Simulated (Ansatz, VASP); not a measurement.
RuS2 in VASP and in Ansatz

File INCAR:

```
SYSTEM = RuS2
PREC = Accurate
ENCUT = 600
EDIFF = 1E-7
ISMEAR = -1
SIGMA = 0.05
LREAL = .False.
LASPH = .True.
NELM = 60
ALGO = Normal
ISIF = 3
LWAVE = .False.
LCHARG = .False.
GGA = PE
IBRION = 2
NSW = 60
EDIFFG = -0.01
```

File KPOINTS:

```
Automatic mesh
0
Gamma
  5 5 5
  0 0 0
```

The input POSCAR:

```
RuS2
1.0
    5.6106000000      0.0000000000      0.0000000000
    0.0000000000      5.6106000000      0.0000000000
    0.0000000000      0.0000000000      5.6106000000
Ru S
4 8
Direct
    0.0000000000      0.5000000000      0.5000000000
    0.5000000000      0.5000000000      0.0000000000
    0.5000000000      0.0000000000      0.5000000000
    0.0000000000      0.0000000000      0.0000000000
    0.3883100000      0.1116900000      0.8883100000
    0.1116900000      0.8883100000      0.3883100000
    0.8883100000      0.3883100000      0.1116900000
    0.6116900000      0.6116900000      0.6116900000
    0.6116900000      0.8883100000      0.1116900000
    0.8883100000      0.1116900000      0.6116900000
    0.1116900000      0.6116900000      0.8883100000
    0.3883100000      0.3883100000      0.3883100000
```

File input.yaml:

```yaml
crystal:
  lattice:
    - [5.6106, 0.0, 0.0]
    - [0.0, 5.6106, 0.0]
    - [0.0, 0.0, 5.6106]
  atoms:
    - { symbol: Ru, position: [0.0, 0.5, 0.5] }
    - { symbol: Ru, position: [0.5, 0.5, 0.0] }
    - { symbol: Ru, position: [0.5, 0.0, 0.5] }
    - { symbol: Ru, position: [0.0, 0.0, 0.0] }
    - { symbol: S, position: [0.38831, 0.11169, 0.88831] }
    - { symbol: S, position: [0.11169, 0.88831, 0.38831] }
    - { symbol: S, position: [0.88831, 0.38831, 0.11169] }
    - { symbol: S, position: [0.61169, 0.61169, 0.61169] }
    - { symbol: S, position: [0.61169, 0.88831, 0.11169] }
    - { symbol: S, position: [0.88831, 0.11169, 0.61169] }
    - { symbol: S, position: [0.11169, 0.61169, 0.88831] }
    - { symbol: S, position: [0.38831, 0.38831, 0.38831] }
hamiltonian:
  xc: pbe
  pseudopotentials: { kind: paw }
kpoints:
  mp_grid: { grid: [5, 5, 5] }
scf:
  occupations: { method: fermi_dirac, width: 0.05 }
output:
  forces: true
  stress: true
  eigenvalues: true
relax:
  f_tol: 0.01
  max_steps: 40
  cell: { stress_tol: 0.05 }
```

Alike in both runs: task relaxation of cell and atoms; functional PBE; k mesh 5 × 5 × 5; occupations fermi-dirac, width 0.05 eV; no spin polarisation.

|  | VASP | Ansatz |
| --- | --- | --- |
| version | VASP 6.6.1 | Ansatz 0.2.0 |
| potentials or method | VASP PAW PBE potentials, release 64 (Ru_pv, S) | Ansatz PAW |
| plane-wave cutoff (eV) | 600 | 420 |
| valence electrons in the cell | 104 | 112 |

Ansatz gave:

| Quantity | Value |
| --- | --- |
| gap on the k mesh at the Fermi level, each at its own relaxed structure (eV) | 0.58 |
| relaxed volume (Å³/atom) | 15.02 |
| relaxed length of the cell vector where the two differ most in proportion (Å) | 5.649 |

Estimate VASP's values.

gap on the k mesh at the Fermi level, each at its own relaxed structure (eV): 0.61; relaxed volume (Å³/atom): 15.00; relaxed length of the cell vector where the two differ most in proportion (Å): 5.646.

VASP's potentials hold 104 valence electrons a cell and Ansatz's 112, so a difference there can come from the potentials and not from the codes.

Noted on Ansatz's run: odd divisions of the mesh miss points on the zone boundary, where band edges often lie, so the gap on the mesh can be too wide; the plane-wave basis is chosen anew once the cell has moved, so the energies of steps on either side of that aren't comparable.
